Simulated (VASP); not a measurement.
Input of a VASP 6.6.1 run:

Contents of POSCAR:

```
P
1.0
    1.6477431241     -5.4650377251      0.0000000000
    1.6477431241      5.4650377251      0.0000000000
    0.0000000000      0.0000000000      4.5436355900
P
4
Direct
    0.9041431300      0.0958568700      0.5888151700
    0.0958568700      0.9041431300      0.4111848300
    0.5958568700      0.4041431300      0.0888151700
    0.4041431300      0.5958568700      0.9111848300
```

File INCAR.step1:

```
  PREC = Accurate
  ENCUT = 520
  EDIFF = 1E-5
  ISMEAR = -1
  SIGMA = 0.05
  LREAL = F
  LASPH = T
  NELM = 80
  ALGO = Normal
  ISIF = 2
  LWAVE = T
  GGA = PE
  NBANDS = 18
```

The input INCAR.step2:

```
  PREC = Accurate
  ENCUT = 520
  EDIFF = 1E-6
  ISMEAR = -1
  SIGMA = 0.05
  LREAL = F
  LASPH = T
  NELM = 80
  ALGO = Normal
  ISIF = 2
  LWAVE = F
  LCHARG = T
  GGA = PE
  LHFCALC = T
  AEXX = 0.25
  HFSCREEN = 0.1
  PRECFOCK = Normal
  LELF = T
  LVHAR = T
  ISTART = 1
  NBANDS = 18
```

Contents of KPOINTS:

```
regular mesh
0
Gamma
  4 4 3
```

Potentials or basis: VASP PAW PBE potentials, release 64 (P).

Run with:

```bash
$ cat potpaw_PBE.64/P/POTCAR > POTCAR
$ cp INCAR.step1 INCAR
$ mpirun -np 1 vasp_std > vasp.out
$ cp INCAR.step2 INCAR
$ mpirun -np 1 vasp_std > vasp.out
```

Task: Estimate the pressure.

Result: -0.8 GPa.

Task: What does it give for the largest force?

Result: 0.218 eV/Å.

Forces on the atoms (eV/Å):
```
P    0.000 -0.215 -0.033
P    0.000  0.215  0.033
P    0.000  0.215 -0.033
P    0.000 -0.215  0.033
```

Caveat: the k points lie up to 0.50 Å⁻¹ apart; the PAW data sets were made with another functional, which shifts forces and pressure a little.
